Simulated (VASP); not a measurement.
Wanted: the native input for a VASP 6.6.1 run.

| Property | Result |
| --- | --- |
| Task | relaxation of cell and atoms |
| Functional | PBE |
| Potentials or basis | VASP PAW PBE potentials, release 64 (Zr_sv, S) |
| Cutoff | 600 eV |
| k mesh | 12 × 12 × 12 |
| Occupations | gaussian, width 0.1 eV |
| Spin | no spin polarisation |
| Dipole correction | no |
| Further INCAR settings | ALGO = Normal; EDIFF = 1e-07; IBRION = 2; EDIFFG = -0.01; NSW = 100; ISIF = 3 |

The structure of Zr3S2 lies in POSCAR:

```
Zr3S2
1.0
    2.9025379727      1.6757810799      3.4877732718
   -2.9025379727      1.6757810799      3.4877732718
    0.0000000000     -3.3515621597      3.4877732718
Zr S
3 2
Direct
    0.1612730000      0.8387270000      0.5000000000
    0.5000000000      0.1612730000      0.8387270000
    0.8387270000      0.5000000000      0.1612730000
    0.3349770000      0.3349770000      0.3349770000
    0.6650230000      0.6650230000      0.6650230000
```

One way to write it, as run:

INCAR

```
SYSTEM = Zr3S2
  ALGO = Normal
  EDIFF = 1E-7
  EDIFFG = -0.01
  ENCUT = 600
  GGA = PE
  IBRION = 2
  ISIF = 3
  ISMEAR = 0
  LASPH = .TRUE.
  LCHARG = .FALSE.
  LREAL = .FALSE.
  LWAVE = .FALSE.
  NELM = 100
  NSW = 100
  PREC = Accurate
  SIGMA = 0.1
```

KPOINTS

```
k-points
0
G
  12 12 12
  0 0 0
```

Potentials or basis: VASP PAW PBE potentials, release 64 (Zr_sv, S).

Launch:

```console
$ cat potpaw_PBE.64/Zr_sv/POTCAR potpaw_PBE.64/S/POTCAR > POTCAR
$ mpirun -np 1 vasp_std > vasp.out
```

Results of the run:

* Relaxed volume: 20.22 Å³/atom
* Relaxed cell: a = 4.827 Å, b = 4.827 Å, c = 4.827 Å, α = 73.70°, β = 73.70°, γ = 73.70°
* Space group after relaxing (to 0.1 Å): R32 (No. 155)
* Energy gained by relaxing: 0.5 meV/atom
* Ionic steps: 6
* Pressure after relaxing: 0.0 GPa
* Largest force after relaxing: 0.009 eV/Å
* Band gap on the k mesh: zero (bands 24 and 25 overlap by 0.33 eV)

It took 31 min on 1 thread of Intel(R) Xeon(R) Platinum 8259CL CPU @ 2.50GHz (Skylake/Cascade Lake), with other jobs on the host, peak memory 0.65 GiB.
